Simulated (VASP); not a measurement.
# EuO (Fm-3m) in VASP: further runs

The runs below take EuO through single point, with PBE+U.

All numbers are computed with VASP 6.6.1; they aren't measurements. Logs are shortened: lines on timing, memory, paths and dates and some standing lists are left out, and cuts for length are marked.

### 1 The cell of the first run

Symmetry: Fm-3m, No. 225, cubic system. The conventional cell has a = 5.144 Å, b = 5.144 Å, c = 5.144 Å, α = 90.00°, β = 90.00°, γ = 90.00°. Within 3.4 Å of Eu (site symmetry m-3m) lie 6 O at 2.57 Å. Within 3.4 Å of O (site symmetry m-3m) lie 6 Eu at 2.57 Å.

### 2 Single point, PBE+U, collinear spin, ferromagnetic start

Input file INCAR:

```
SYSTEM = EuO
ALGO = Normal
EDIFF = 1E-6
ENCUT = 600
GGA = PE
GGA_COMPAT = .FALSE.
ISIF = 2
ISMEAR = 0
ISPIN = 2
LASPH = .TRUE.
LCHARG = .FALSE.
LDAU = .TRUE.
LDAUJ = 0 0
LDAUL = 3 -1
LDAUPRINT = 1
LDAUTYPE = 2
LDAUU = 6 0
LMAXMIX = 6
LORBIT = 11
LREAL = .FALSE.
LWAVE = .FALSE.
MAGMOM = 7 0
NBANDS = 22
NELM = 200
PREC = Accurate
SIGMA = 0.05
```

Input file KPOINTS:

```
k-points
0
G
  6 6 6
  0 0 0
```

Input file POSCAR:

```
EuO
1.0
    0.0000000000      2.5719519700      2.5719519700
    2.5719519700      0.0000000000      2.5719519700
    2.5719519700      2.5719519700      0.0000000000
Eu O
1 1
Direct
    0.5000000000      0.5000000000      0.5000000000
    0.0000000000      0.0000000000      0.0000000000
```

Potentials or basis: VASP PAW PBE potentials, release 64 (Eu, O).

Started as:

```console
$ cat potpaw_PBE.64/Eu/POTCAR potpaw_PBE.64/O/POTCAR > POTCAR
$ mpirun -np 1 vasp_std > vasp.out
```

OUTCAR:

```text
SYSTEM = EuO
   EDIFF = 1E-6
   ENCUT = 600
   GGA = PE
   ISIF = 2
   ISMEAR = 0
   ISPIN = 2
   LASPH = .TRUE.
   LORBIT = 11
   LREAL = .FALSE.
   NELM = 200
   PREC = Accurate

 ion  position               nearest neighbor table
   1  0.500  0.500  0.500-   2 2.57   2 2.57   2 2.57   2 2.57   2 2.57   2 2.57
   2  0.000  0.000  0.000-   1 2.57   1 2.57   1 2.57   1 2.57   1 2.57   1 2.57

  LATTYP: Found a face centered cubic cell.
 ALAT       =     5.1439039400

  Lattice vectors:

 A1 = (   0.0000000000,   2.5719519700,   2.5719519700)
 A2 = (   2.5719519700,   0.0000000000,   2.5719519700)
 A3 = (   2.5719519700,   2.5719519700,   0.0000000000)

Analysis of symmetry for initial positions (statically):
=====================================================================
 Subroutine PRICEL returns:
 Original cell was already a primitive cell.

 Routine SETGRP: Setting up the symmetry group for a
 face centered cubic supercell.

 Subroutine GETGRP returns: Found 48 space group operations
 (whereof 48 operations were pure point group operations)
 out of a pool of 48 trial point group operations.

The static configuration has the point symmetry O_h .

Analysis of symmetry for dynamics (positions and initial velocities):
=====================================================================
 Subroutine PRICEL returns:
 Original cell was already a primitive cell.

 Routine SETGRP: Setting up the symmetry group for a
 face centered cubic supercell.

 Subroutine GETGRP returns: Found 48 space group operations
 (whereof 48 operations were pure point group operations)
 out of a pool of 48 trial point group operations.

The dynamic configuration has the point symmetry O_h .

Analysis of structural, dynamic, and magnetic symmetry:
=====================================================================
 Subroutine PRICEL returns:
 Original cell was already a primitive cell.

 Routine SETGRP: Setting up the symmetry group for a
[... 176 lines left out ...]
  o =  0.9718  v =  0.0013  0.0000  0.0010 -0.1140 -0.6084 -0.0000  0.7854  0.0000  0.0000  0.0000  0.0000  0.0000  0.0000  0.0000      0.0000  0.0000  0.0000  0.0000  0.0000  0.0000  0.0000  0.0000  0.0000  0.0000  0.0000  0.0000  0.0000  0.0000
  o =  0.9756  v = -0.6124 -0.0000  0.7906  0.0000 -0.0007 -0.0021 -0.0006  0.0000  0.0000  0.0000  0.0000  0.0000  0.0000  0.0000      0.0000  0.0000  0.0000  0.0000  0.0000  0.0000  0.0000  0.0000  0.0000  0.0000  0.0000  0.0000  0.0000  0.0000
  o =  0.9756  v = -0.0003  0.0000  0.0004  0.0000  0.7720 -0.2156  0.5980  0.0000  0.0000  0.0000  0.0000  0.0000  0.0000  0.0000      0.0000  0.0000  0.0000  0.0000  0.0000  0.0000  0.0000  0.0000  0.0000  0.0000  0.0000  0.0000  0.0000  0.0000
  o =  0.9756  v = -0.0014  0.0000  0.0018 -0.0000  0.1704  0.9765  0.1320  0.0000  0.0000  0.0000  0.0000  0.0000  0.0000  0.0000      0.0000  0.0000  0.0000  0.0000  0.0000  0.0000  0.0000  0.0000  0.0000  0.0000  0.0000  0.0000  0.0000  0.0000

 number of electron      23.0000000 magnetization       7.0000004

 Free energy of the ion-electron system (eV)
  ---------------------------------------------------
  ext. energy  EPLUGINS =         0.00000000
  ---------------------------------------------------
  free energy    TOTEN  =       -21.13157997 eV

  energy without entropy =      -21.13120005  energy(sigma->0) =      -21.13139001

 E-fermi :   3.6404     XC(G=0): -10.7581

 val. band max:        3.6278781647   @ k =   0.5000   0.5000   0.0000
 cond. band min:       3.6521952917   @ k =   0.0000   0.0000   0.0000
 fundamental gap:      0.0243171270
 Fermi energy:         3.6403523813

 spin component 1

 k-point     1 :       0.0000    0.0000    0.0000
  band No.  band energies     occupation
      1     -36.0276      1.00000
      2     -14.5971      1.00000
      3     -14.5971      1.00000
      4     -14.5971      1.00000
      5     -13.9726      1.00000
      6       0.6525      1.00000
[... 389 lines left out ...]
     21      13.6538      0.00000
     22      14.5055      0.00000
 Fermi energy:         3.6403523813

 spin component 2

 k-point     1 :       0.0000    0.0000    0.0000
  band No.  band energies     occupation
      1     -32.9230      1.00000
      2     -14.0586      1.00000
      3     -12.2759      1.00000
      4     -12.2759      1.00000
      5     -12.2759      1.00000
      6       1.0436      1.00000
[... 389 lines left out ...]
     21      15.3367      0.00000
     22      16.2334      0.00000

------------------------ aborting loop because EDIFF is reached ----------------------------------------

  FORCE on cell =-STRESS in cart. coord.  units (eV):
  Direction    XX          YY          ZZ          XY          YZ          ZX
  --------------------------------------------------------------------------------------
  -------------------------------------------------------------------------------------
  Total        0.2462685      0.2462685      0.2462685      0.0000000      0.0000000     -0.0000000
  in kB       11.5958058     11.5958058     11.5958058      0.0000000      0.0000000     -0.0000000
  external PRESSURE =      11.5958058 kB  Pullay stress =       0.0000000 kB

 VOLUME and BASIS-vectors are now :
 -----------------------------------------------------------------------------
  energy-cutoff  :      600.00
  volume of cell :       34.03
      direct lattice vectors                 reciprocal lattice vectors
     0.000000000  2.571951970  2.571951970    -0.194404875  0.194404875  0.194404875
     2.571951970  0.000000000  2.571951970     0.194404875 -0.194404875  0.194404875
     2.571951970  2.571951970  0.000000000     0.194404875  0.194404875 -0.194404875

 POSITION                                       TOTAL-FORCE (eV/Angst)
 -----------------------------------------------------------------------------------
      2.57195      2.57195      2.57195        -0.000000      0.000000     -0.000000
      0.00000      0.00000      0.00000         0.000000      0.000000      0.000000
 -----------------------------------------------------------------------------------
    total drift:                                0.000000     -0.000000      0.000000

  FREE ENERGIE OF THE ION-ELECTRON SYSTEM (eV)
  ---------------------------------------------------
  free  energy   TOTEN  =       -21.1315799749 eV

  energy  without entropy=      -21.1312000505  energy(sigma->0) =      -21.13139001

 total charge

# of ion       s       p       d       f       tot
--------------------------------------------------
    1        2.033   5.802   0.305   6.814  14.953
    2        1.551   3.408   0.000   0.000   4.959
--------------------------------------------------
tot          3.584   9.209   0.305   6.814  19.912

 magnetization (x)

# of ion       s       p       d       f       tot
--------------------------------------------------
    1       -0.014  -0.113   0.072   6.781   6.725
    2       -0.005  -0.090   0.000   0.000  -0.094
--------------------------------------------------
tot         -0.019  -0.203   0.072   6.781   6.631
```

OSZICAR:

```text
N       E                     dE             d eps       ncg     rms          rms(c)
DAV:   1     0.150462686561E+03    0.15046E+03   -0.90523E+03  1986   0.505E+03
DAV:   2     0.415596564754E+01   -0.14631E+03   -0.12548E+03  1946   0.432E+02
DAV:   3    -0.139244397748E+02   -0.18080E+02   -0.17668E+02  2210   0.117E+02
DAV:   4    -0.163815850158E+02   -0.24571E+01   -0.24419E+01  2610   0.275E+01
DAV:   5    -0.164540110994E+02   -0.72426E-01   -0.72376E-01  2212   0.626E+00    0.305E+01
DAV:   6    -0.214372097969E+02   -0.49832E+01   -0.11154E+01  2142   0.571E+01    0.227E+01
DAV:   7    -0.210401595103E+02    0.39705E+00   -0.33733E+00  2086   0.989E+01    0.143E+01
DAV:   8    -0.211145775310E+02   -0.74418E-01   -0.59503E-01  2146   0.700E+00    0.107E+01
DAV:   9    -0.211212223908E+02   -0.66449E-02   -0.48760E-02  2578   0.169E+00    0.507E+00
DAV:  10    -0.211295154271E+02   -0.82930E-02   -0.26053E-02  2272   0.350E+00    0.177E+00
DAV:  11    -0.211311198824E+02   -0.16045E-02   -0.57126E-03  2172   0.142E+00    0.992E-01
DAV:  12    -0.211313751495E+02   -0.25527E-03   -0.57105E-04  2408   0.263E-01    0.559E-01
DAV:  13    -0.211315211550E+02   -0.14601E-03   -0.14422E-04  2146   0.132E-01    0.244E-01
DAV:  14    -0.211315731315E+02   -0.51976E-04   -0.65738E-05  2294   0.137E-01    0.240E-01
DAV:  15    -0.211315777041E+02   -0.45726E-05   -0.19953E-05  2174   0.902E-02    0.861E-02
DAV:  16    -0.211315798555E+02   -0.21513E-05   -0.10587E-05  2112   0.575E-02    0.161E-02
DAV:  17    -0.211315799749E+02   -0.11946E-06   -0.84313E-07  1446   0.193E-02
   1 F= -.21131580E+02 E0= -.21131390E+02  d E =-.379924E-03  mag=     7.0000
```

Wall time 39 s (1 thread of AMD EPYC 7R13 (Zen 3), shared host); peak memory 0.18 GiB.

Results:

```yaml
Free_energy: -21.1316 eV
Pressure: 1.2 GPa
Band_gap_on_the_k_mesh: zero (filled and empty bands overlap)
Net_moment: 7.00 μB per cell
Site_moments: Eu +6.72; O -0.09 μB
Valence_electrons_inside_the_program's_atomic_spheres: Eu 14.95; O 4.96
```

Eigenvalues of the final occupation matrices:
```
    site  spin  trace                         eigenvalues
site 1 f     1   6.81  0.96 0.97 0.97 0.97 0.98 0.98 0.98
site 1 f     2   0.02  0.00 0.00 0.00 0.00 0.00 0.00 0.00
```

Caveat: spin-orbit coupling is left out, which moves the levels of the heavy elements; a cell with one magnetic atom can't hold antiferromagnetic order, which such compounds often take.

### 3 Single point, PBE+U, collinear spin, ferrimagnetic start

Input file INCAR:

```
PREC = Accurate ; ENCUT = 600
EDIFF = 1E-6 ; ISMEAR = 0
SIGMA = 0.05 ; LREAL = F
LASPH = T ; NELM = 200
ALGO = Normal ; ISIF = 2
LWAVE = F ; LCHARG = F
ISPIN = 2 ; MAGMOM = 7.43 -0.09
LORBIT = 11 ; LMAXMIX = 6
LDAU = T ; LDAUTYPE = 2
LDAUL = 3 -1 ; LDAUU = 6 0
LDAUJ = 0 0 ; LDAUPRINT = 1
GGA = PE ; NBANDS = 22
GGA_COMPAT = F
```

Input file KPOINTS:

```
regular mesh
0
Gamma
  6 6 6
```

POSCAR is that of step 2.

Potentials or basis: VASP PAW PBE potentials, release 64 (Eu, O).

Started as:

```console
$ cat potpaw_PBE.64/Eu/POTCAR potpaw_PBE.64/O/POTCAR > POTCAR
$ mpirun -np 1 vasp_std > vasp.out
```

It took 36 s on 1 thread of AMD EPYC 7R13 (Zen 3), shared host; peak memory 0.18 GiB.

It converged, with:

```
Free energy                                           : -21.1316 eV
Pressure                                              : 1.1 GPa
Band gap on the k mesh                                : zero (filled and empty bands overlap)
Net moment                                            : 7.00 μB per cell
Site moments                                          : Eu +6.72; O -0.09 μB
Valence electrons inside the program's atomic spheres : Eu 14.95; O 4.96
```

Levels at points of the mesh, in eV from the Fermi level:
Spin up:
```
           k point  band 12  band 13  band 14  band 15  band 16  band 17  band 18  band 19
(0.00, 0.00, 0.00)    -0.50     0.01     0.01     0.01     0.91     2.95     2.95     2.95
(0.50, 0.00, 0.00)    -0.52    -0.52    -0.49    -0.49     3.53     5.70     5.70     6.01
(0.50, 0.50, 0.00)    -0.61    -0.49    -0.16    -0.16    -0.01     4.69     7.09     7.85
```
Spin down:
```tsv
k point	band 4	band 5	band 6	band 7	band 8	band 9	band 10	band 11	band 12	band 13
(0.00, 0.00, 0.00)	-15.92	-15.92	-2.60	-2.60	-2.60	1.71	3.92	3.92	3.92	6.28
(0.50, 0.00, 0.00)	-16.01	-14.95	-4.69	-3.75	-3.75	4.17	6.41	6.74	6.74	9.12
(0.50, 0.50, 0.00)	-16.37	-16.37	-2.67	-2.56	-2.56	0.86	5.58	7.86	8.32	9.42
```

Eigenvalues of the final occupation matrices:
| site | spin | trace | eigenvalues |
| --- | --- | --- | --- |
| site 1 f | 1 | 6.81 | 0.96 0.97 0.97 0.97 0.98 0.98 0.98 |
| site 1 f | 2 | 0.02 | 0.00 0.00 0.00 0.00 0.00 0.00 0.00 |

Caveat: spin-orbit coupling is left out, which moves the levels of the heavy elements; a cell with one magnetic atom can't hold antiferromagnetic order, which such compounds often take. The state reached can hang on the start; a lower one may exist.

### 4 Single point, PBE+U, collinear spin, ferromagnetic start

Input file INCAR:

```
PREC = Accurate
ENCUT = 600
EDIFF = 1E-6
ISMEAR = 0
SIGMA = 0.05
LREAL = False
LASPH = True
NELM = 200
ALGO = Normal
ISIF = 2
LWAVE = False
LCHARG = False
ISPIN = 2
MAGMOM = 7 0
LORBIT = 11
LMAXMIX = 6
LDAU = True
LDAUTYPE = 2
LDAUL = 3 -1
LDAUU = 6 0
LDAUJ = 0 0
LDAUPRINT = 1
GGA = PE
NBANDS = 22
GGA_COMPAT = False
```

Input file KPOINTS:

```
Automatic mesh
0
Gamma
  6 6 6
```

POSCAR is that of step 3.

Started as:

```console
$ cat potpaw_PBE.64/Eu/POTCAR potpaw_PBE.64/O/POTCAR > POTCAR
$ mpirun -np 1 vasp_std > vasp.out
```

It took 36 s on 1 thread of AMD EPYC 7R13 (Zen 3), shared host; peak memory 0.18 GiB.

The run converged. Its results:

```
Free energy                                           : -21.1316 eV
Pressure                                              : 1.2 GPa
Band gap on the k mesh                                : zero (filled and empty bands overlap)
Net moment                                            : 7.00 μB per cell
Site moments                                          : Eu +6.72; O -0.09 μB
Valence electrons inside the program's atomic spheres : Eu 14.95; O 4.96
```

Levels at points of the mesh, in eV from the Fermi level:
Spin up:
```csv
k point,band 11,band 12,band 13,band 14,band 15,band 16,band 17,band 18,band 19,band 20
"(0.00, 0.00, 0.00)",-0.50,-0.50,0.01,0.01,0.01,0.91,2.95,2.95,2.95,5.19
"(0.50, 0.00, 0.00)",-0.72,-0.52,-0.52,-0.49,-0.49,3.53,5.70,5.70,6.01,9.00
"(0.50, 0.50, 0.00)",-0.61,-0.61,-0.49,-0.16,-0.16,-0.01,4.69,7.09,7.85,8.00
```
Spin down:
```
           k point  band 4  band 5  band 6  band 7  band 8  band 9  band 10  band 11  band 12  band 13
(0.00, 0.00, 0.00)  -15.92  -15.92   -2.60   -2.60   -2.60    1.71     3.92     3.92     3.92     6.28
(0.50, 0.00, 0.00)  -16.01  -14.95   -4.69   -3.75   -3.75    4.17     6.41     6.74     6.74     9.12
(0.50, 0.50, 0.00)  -16.37  -16.37   -2.67   -2.56   -2.56    0.86     5.58     7.86     8.32     9.42
```

Eigenvalues of the final occupation matrices:
| site | spin | trace | eigenvalues |
| --- | --- | --- | --- |
| site 1 f | 1 | 6.81 | 0.96 0.97 0.97 0.97 0.98 0.98 0.98 |
| site 1 f | 2 | 0.02 | 0.00 0.00 0.00 0.00 0.00 0.00 0.00 |

Caveat: spin-orbit coupling is left out, which moves the levels of the heavy elements; a cell with one magnetic atom can't hold antiferromagnetic order, which such compounds often take.
